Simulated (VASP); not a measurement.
# Si (Fd-3m) in VASP: single point with LDA

Aim: the single point of Si with LDA.

All numbers are computed with VASP 6.6.1; they aren't measurements. Logs are shortened: lines on timing, memory, paths and dates and some standing lists are left out, and cuts for length are marked.

### Step 1. The cell of the first run

It takes space group Fd-3m (No. 227, cubic). The conventional cell has a = 5.402 Å, b = 5.402 Å, c = 5.402 Å, α = 90.00°, β = 90.00°, γ = 90.00°. Within 3.1 Å of Si (site symmetry -43m) lie 4 Si at 2.34 Å.

### Step 2. Single point, LDA

Input file INCAR:

```
PREC     = Accurate       # precision mode
ENCUT    = 520            # plane-wave cutoff, eV
EDIFF    = 1E-6           # SCF threshold, eV
ISMEAR   = 0              # smearing method
SIGMA    = 0.02           # smearing width, eV
LREAL    = Auto         
LASPH    = T              # aspherical terms in the spheres
NELM     = 100            # most SCF steps
ALGO     = Normal         # electronic algorithm
ISIF     = 2              # what is computed and relaxed
LWAVE    = F              # write WAVECAR
LCHARG   = T              # write CHGCAR
GGA      = CA             # functional
LELF     = T              # ELF
LVHAR    = T            
NBANDS   = 86             # bands
```

Input file KPOINTS:

```
Automatic mesh
0
Gamma
  3 3 3
```

Input file POSCAR:

```
Si
1.0
    5.4019422878      5.4019422878      5.4019422878
   -5.4019422878     -5.4019422878      5.4019422878
    5.4019422878     -5.4019422878     -5.4019422878
Si
32
Direct
    0.7500000000      0.2500000000      0.7500000000
    0.0000000000      0.0000000000      0.7500000000
    0.7500000000      0.5000000000      0.5000000000
    0.0000000000      0.2500000000      0.5000000000
    0.2500000000      0.0000000000      0.5000000000
    0.2500000000      0.7500000000      0.7500000000
    0.5000000000      0.5000000000      0.7500000000
    0.7500000000      0.0000000000      0.0000000000
    0.7500000000      0.7500000000      0.2500000000
    0.0000000000      0.5000000000      0.2500000000
    0.2500000000      0.2500000000      0.2500000000
    0.5000000000      0.0000000000      0.2500000000
    0.5000000000      0.7500000000      0.5000000000
    0.0000000000      0.7500000000      0.0000000000
    0.2500000000      0.5000000000      0.0000000000
    0.5000000000      0.2500000000      0.0000000000
    0.5000000000      0.2500000000      0.7500000000
    0.7500000000      0.0000000000      0.7500000000
    0.5000000000      0.5000000000      0.5000000000
    0.7500000000      0.2500000000      0.5000000000
    0.0000000000      0.0000000000      0.5000000000
    0.0000000000      0.7500000000      0.7500000000
    0.2500000000      0.5000000000      0.7500000000
    0.5000000000      0.0000000000      0.0000000000
    0.5000000000      0.7500000000      0.2500000000
    0.7500000000      0.5000000000      0.2500000000
    0.0000000000      0.2500000000      0.2500000000
    0.2500000000      0.0000000000      0.2500000000
    0.2500000000      0.7500000000      0.5000000000
    0.7500000000      0.7500000000      0.0000000000
    0.0000000000      0.5000000000      0.0000000000
    0.2500000000      0.2500000000      0.0000000000
```

Potentials or basis: VASP PAW LDA potentials, release 64 (Si).

Launch:

```bash
> cat potpaw_LDA.64/Si/POTCAR > POTCAR
> mpirun -np 1 vasp_std > vasp.out
```

OUTCAR:

```text
PREC = Accurate
   ENCUT = 520
   EDIFF = 1E-6
   ISMEAR = 0
   LREAL = Auto
   LASPH = T
   NELM = 100
   ISIF = 2
   GGA = CA

 ion  position               nearest neighbor table
   1  0.750  0.250  0.750-  17 2.34  18 2.34  20 2.34  31 2.34
   2  0.000  0.000  0.750-  18 2.34  21 2.34  22 2.34  32 2.34
   3  0.750  0.500  0.500-  19 2.34  20 2.34  22 2.34  26 2.34
   4  0.000  0.250  0.500-  20 2.34  21 2.34  23 2.34  27 2.34
   5  0.250  0.000  0.500-  17 2.34  21 2.34  28 2.34  29 2.34
   6  0.250  0.750  0.750-  22 2.34  23 2.34  24 2.34  29 2.34
[... 24 lines left out ...]
  31  0.000  0.500  0.000-   1 2.34  10 2.34  14 2.34  15 2.34
  32  0.250  0.250  0.000-   2 2.34  11 2.34  15 2.34  16 2.34

  LATTYP: Found a body centered cubic cell.
 ALAT       =    10.8038845756

  Lattice vectors:

 A1 = (   5.4019422878,   5.4019422878,   5.4019422878)
 A2 = (  -5.4019422878,  -5.4019422878,   5.4019422878)
 A3 = (   5.4019422878,  -5.4019422878,  -5.4019422878)

Analysis of symmetry for initial positions (statically):
=====================================================================
 Subroutine PRICEL returns following result:

  LATTYP: Found a face centered cubic cell.
 ALAT       =     5.4019422878

  Lattice vectors:

 A1 = (  -2.7009711439,  -2.7009711439,   0.0000000000)
 A2 = (  -2.7009711439,   0.0000000000,  -2.7009711439)
 A3 = (   0.0000000000,  -2.7009711439,  -2.7009711439)

  16 primitive cells build up your supercell.

 Routine SETGRP: Setting up the symmetry group for a
 body centered cubic supercell.

 Subroutine GETGRP returns: Found 48 space group operations
 (whereof 24 operations were pure point group operations)
 out of a pool of 48 trial point group operations.

The static configuration has the point symmetry T_d .
 The point group associated with its full space group is O_h .

Analysis of symmetry for dynamics (positions and initial velocities):
=====================================================================
 Subroutine PRICEL returns following result:

  LATTYP: Found a face centered cubic cell.
 ALAT       =     5.4019422878

  Lattice vectors:

 A1 = (  -2.7009711439,  -2.7009711439,   0.0000000000)
 A2 = (  -2.7009711439,   0.0000000000,  -2.7009711439)
 A3 = (   0.0000000000,  -2.7009711439,  -2.7009711439)

[... 91 lines left out ...]
   EDIFFG = 0.1E-04   stopping-criterion for IOM
   NSW    =      0    number of steps for IOM
   IBRION =     -1    ionic relax: 0-MD 1-quasi-New 2-CG
   NFREE  =      0    steps in history (QN), initial steepest desc. (CG)
   ISIF   =      2    stress and relaxation
   ISYM   =      2    0-nonsym 1-usesym 2-fastsym
   POTIM  = 0.5000    time-step for ionic-motion
   TEBEG  =    0.0;   TEEND  =   0.0 temperature during run
   PSTRESS=    0.0 pullay stress
   NELECT =     128.0000    total number of electrons
   NUPDOWN=      -1.0000    fix difference up-down
   EMIN   =  10.00;   EMAX   =-10.00  energy-range for DOS
   EFERMI =   0.00;   METHOD = LEGACY
   ISMEAR =     0;   SIGMA  =   0.02  broadening in eV -4-tet -1-fermi 0-gaus
   EFERMI_NEDOS =   21; number of points for ismear=-14 and -15
   IALGO  =     38    algorithm
   IMIX   =      4    mixing-type and parameters
     AMIX     =   0.40;   BMIX     =  1.00
     AMIX_MAG =   1.60;   BMIX_MAG =  1.00
  volume/ion in A,a.u.               =      19.70       132.97
  Fermi-wavevector in a.u.,A,eV,Ry     =   0.962147  1.818195 12.595285  0.925727
  Thomas-Fermi vector in A             =   2.091581
   LORBIT       =      0    0 simple, 1 ext, 2 COOP (PROOUT), +10 PAW based schemes
   GGA     = CA    functional components
   LHFCALC =     F    Hartree Fock is set to
   AEXX    =    0.0000 exact exchange contribution
   IVDW    =     0    specifies the selected vdW correction
   LEPSILON=     F    determine dielectric tensor
   LRPA    =     F    only Hartree local field effects (RPA)
 non-spin polarized calculation
 Gauss-broadening in eV      SIGMA  =   0.02
  energy-cutoff  :      520.00
  volume of cell :      630.54
 maximum number of plane-waves:     17007
 NGX is ok and might be reduce to    70
   NGX = 35   NGY = 35   NGZ = 35

 number of electron     127.9999985 magnetization

 Free energy of the ion-electron system (eV)
  ---------------------------------------------------
  ext. energy  EPLUGINS =         0.00000000
  ---------------------------------------------------
  free energy    TOTEN  =      -190.72734470 eV

  energy without entropy =     -190.72734470  energy(sigma->0) =     -190.72734470

 E-fermi :   6.0243     XC(G=0):  -9.6658

 val. band max:        5.9332350025   @ k =   0.0000   0.0000   0.0000
 cond. band min:       6.5072702666   @ k =   0.0000   0.0000   0.0000
 fundamental gap:      0.5740352642
 Fermi energy:         6.0243496917

 k-point     1 :       0.0000    0.0000    0.0000
  band No.  band energies     occupation
      1      -6.1336      2.00000
      2      -4.0574      2.00000
      3      -4.0574      2.00000
      4      -4.0574      2.00000
      5      -4.0574      2.00000
      6      -4.0574      2.00000
[... 305 lines left out ...]
     75       7.9655      0.00000
     76       8.5940      0.00000
 [bands above 76 left out]

------------------------ aborting loop because EDIFF is reached ----------------------------------------

  FORCE on cell =-STRESS in cart. coord.  units (eV):
  Direction    XX          YY          ZZ          XY          YZ          ZX
  --------------------------------------------------------------------------------------
  -------------------------------------------------------------------------------------
  Total        0.2202277      0.2202277      0.2202277     -0.0000000      0.0000000      0.0000000
  in kB        0.5595937      0.5595937      0.5595937     -0.0000000      0.0000000      0.0000000
  external PRESSURE =       0.5595937 kB  Pullay stress =       0.0000000 kB

 VOLUME and BASIS-vectors are now :
 -----------------------------------------------------------------------------
  energy-cutoff  :      520.00
  volume of cell :      630.54
      direct lattice vectors                 reciprocal lattice vectors
     5.401942288  5.401942288  5.401942288     0.092559301  0.000000000  0.092559301
    -5.401942288 -5.401942288  5.401942288     0.000000000 -0.092559301  0.092559301
     5.401942288 -5.401942288 -5.401942288     0.092559301 -0.092559301  0.000000000

 POSITION                                       TOTAL-FORCE (eV/Angst)
 -----------------------------------------------------------------------------------
      6.75243     -1.35049      1.35049         0.000000     -0.000000     -0.000000
      4.05146     -4.05146     -4.05146         0.000000     -0.000000     -0.000000
      4.05146     -1.35049      4.05146         0.000000     -0.000000     -0.000000
      1.35049     -4.05146     -1.35049         0.000000      0.000000     -0.000000
      4.05146     -1.35049     -1.35049         0.000000     -0.000000      0.000000
      1.35049     -6.75243      1.35049         0.000000     -0.000000     -0.000000
[... 24 lines left out ...]
     -2.70097     -2.70097      2.70097        -0.000000      0.000000      0.000000
      0.00000      0.00000      2.70097        -0.000000     -0.000000     -0.000000
 -----------------------------------------------------------------------------------
    total drift:                               -0.000000     -0.000000      0.000000

  FREE ENERGIE OF THE ION-ELECTRON SYSTEM (eV)
  ---------------------------------------------------
  free  energy   TOTEN  =      -190.7273446973 eV

  energy  without entropy=     -190.7273446973  energy(sigma->0) =     -190.72734470
```

stdout:

```text
POSCAR found type information on POSCAR Si
 POSCAR found :  1 types and      32 ions
 scaLAPACK will be used
 LDA part: xc-table for (Slater(with rela. corr.)+CA(PZ))
 , standard interpolation
 POSCAR, INCAR and KPOINTS ok, starting setup
 FFT: planning ... GRIDC
 FFT: planning ... GRID_SOFT
 FFT: planning ... GRID
 WAVECAR not read
 entering main loop
```

It took 5.9 min on 1 thread of AMD EPYC 7R13 (Zen 3), shared host; peak memory 0.51 GiB.

Results:

```
Free energy            : -190.7273 eV
Pressure               : 0.1 GPa
Band gap on the k mesh : 0.57 eV
```

Levels at points of the mesh, in eV from the valence-band top:
```csv
k point,band 62,band 63,band 64,band 65,band 66,band 67
"(0.00, 0.00, 0.00)",0.00,0.00,0.00,0.57,0.57,0.57
```

A k mesh can miss the band edges. A hybrid or GW would open this gap; LDA tends to underestimate it.
